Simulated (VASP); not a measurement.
Write the native input for VASP 6.6.1 that does the following.

```
Task                   : single point
Functional             : LDA
Potentials or basis    : VASP PAW LDA potentials, release 64 (Cd, S)
Cutoff                 : 520 eV
k mesh                 : 9 × 9 × 6
Occupations            : gaussian, width 0.05 eV
Spin                   : no spin polarisation
Dipole correction      : no
Further INCAR settings : ALGO = Normal; EDIFF = 1e-07; NBANDS = 16
```

The structure of CdS lies in POSCAR:

```
CdS
1.0
    4.2611695877      0.0000000000      0.0000000000
   -2.1305847939      3.6902811128      0.0000000000
    0.0000000000      0.0000000000      5.8041729400
Cd S
1 1
Direct
    0.0000000000      0.0000000000      0.4426919200
    0.6463469861      0.3231734931      0.4345636154
```

This cell differs from its parent crystal: all S atoms moved +0.075 Å, as atom 2 towards its neighbour atom 1 (Cd) at 2.461 Å.

The input as run:

INCAR

```
PREC = Accurate
ENCUT = 520
EDIFF = 1E-7
ISMEAR = 0
SIGMA = 0.05
LREAL = False
LASPH = True
NELM = 80
ALGO = Normal
ISIF = 2
LWAVE = False
LCHARG = False
NBANDS = 16
```

KPOINTS

```
Automatic mesh
0
Gamma
  9 9 6
```

Potentials or basis: VASP PAW LDA potentials, release 64 (Cd, S).

Run with:

```sh
$ cat potpaw_LDA.64/Cd/POTCAR potpaw_LDA.64/S/POTCAR > POTCAR
$ mpirun -np 1 vasp_std > vasp.out
```

Results of the run:

```
Pressure               : -2.1 GPa
Largest force          : 0.601 eV/Å
Band gap on the k mesh : 1.18 eV
```

Caveat: the cell differs from its parent crystal (all S atoms moved +0.075 Å, as atom 2 towards its neighbour atom 1 (Cd) at 2.461 Å); an odd mesh through Γ misses points on the zone boundary, where band edges can lie.

Wall time 2.1 min on 1 thread of AMD EPYC 9R14 (Zen 4), on a shared host, peak memory 0.29 GiB.
